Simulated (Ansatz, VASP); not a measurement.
**Two plane-wave programs on Sn2H6Pt**

The input INCAR:

```
SYSTEM = Sn2H6Pt
PREC = Accurate
ENCUT = 520
EDIFF = 1E-6
ISMEAR = 0
SIGMA = 0.1
LREAL = .False.
LASPH = .True.
NELM = 100
ALGO = Normal
ISIF = 2
LWAVE = .False.
LCHARG = .False.
GGA = PE
NBANDS = 32
```

Contents of KPOINTS:

```
Automatic mesh
0
Gamma
  8 8 8
  0 0 0
```

POSCAR

```
Sn2H6Pt
1.0
    0.0000000000      3.8937170652      3.8937170652
    3.8937170652      0.0000000000      3.8937170652
    3.8937170652      3.8937170652      0.0000000000
Sn H Pt
2 6 1
Direct
    0.2500000000      0.2500000000      0.2500000000
    0.7500000000      0.7500000000      0.7500000000
    0.7820390424      0.2179609576      0.2179609576
    0.2179609576      0.7820390424      0.7820390424
    0.2179609576      0.7820390424      0.2179609576
    0.7820390424      0.2179609576      0.7820390424
    0.2179609576      0.2179609576      0.7820390424
    0.7820390424      0.7820390424      0.2179609576
    0.0000000000      0.0000000000      0.0000000000
```

Input for Ansatz:

```yaml
crystal:
  lattice:
    - [0.0, 3.8937170652, 3.8937170652]
    - [3.8937170652, 0.0, 3.8937170652]
    - [3.8937170652, 3.8937170652, 0.0]
  atoms:
    - { symbol: Sn, position: [0.25, 0.25, 0.25] }
    - { symbol: Sn, position: [0.75, 0.75, 0.75] }
    - { symbol: H, position: [0.7820390424, 0.2179609576, 0.2179609576] }
    - { symbol: H, position: [0.2179609576, 0.7820390424, 0.7820390424] }
    - { symbol: H, position: [0.2179609576, 0.7820390424, 0.2179609576] }
    - { symbol: H, position: [0.7820390424, 0.2179609576, 0.7820390424] }
    - { symbol: H, position: [0.2179609576, 0.2179609576, 0.7820390424] }
    - { symbol: H, position: [0.7820390424, 0.7820390424, 0.2179609576] }
    - { symbol: Pt, position: [0.0, 0.0, 0.0] }
basis:
  ecutwfc: 420
kpoints:
  mp_grid: { grid: [8, 8, 8] }
  band_path:
    path:
      - [[0.0, 0.0, 0.0], [0.5, 0.0, 0.5], [0.625, 0.25, 0.625]]
      - [[0.375, 0.375, 0.75], [0.0, 0.0, 0.0], [0.5, 0.5, 0.5], [0.5, 0.25, 0.75], [0.5, 0.0, 0.5]]
    npoints: 14
hamiltonian:
  xc: pbe
scf:
  occupations: { method: gaussian, width: 0.1 }
  n_extra_bands: 22
output:
  forces: true
  stress: true
  eigenvalues: true
  populations: true
  dos: { projected: true, de: 0.02, nscf_kmesh: { grid: [10, 10, 10] } }
  bader: true
  write_density: true
  write_potential: true
  elf: true
  volumetric_format: npy
```

Alike in both runs: task single point; functional PBE; k mesh 8 × 8 × 8; occupations gaussian, width 0.1 eV; no spin polarisation.

|  | VASP | Ansatz |
| --- | --- | --- |
| version | VASP 6.6.1 | Ansatz 0.2.0 |
| potentials or method | VASP PAW PBE potentials, release 64 (Sn_d, H, Pt), cutoff 520 eV | scalar-relativistic, plane waves, PAW |
| valence electrons in the cell | 44 | 52 |

Ansatz gave:

```
gap on the k mesh at the Fermi level (eV) : none
pressure (GPa)                            : 0.0
rms of the force components (eV/Å)        : 0.003
```

Question: What did VASP give for the same quantities?

Answer: gap on the k mesh at the Fermi level (eV): none; pressure (GPa): -0.1; rms of the force components (eV/Å): 0.007.

Atom by atom the forces differ by 0.004 eV/Å (rms over components). A gap of «none» marks a metal or a gap that the smearing closes. VASP's potentials hold 44 valence electrons a cell and Ansatz's 52, so a difference there can come from the potentials and not from the codes.

Neither program's run includes spin-orbit coupling.
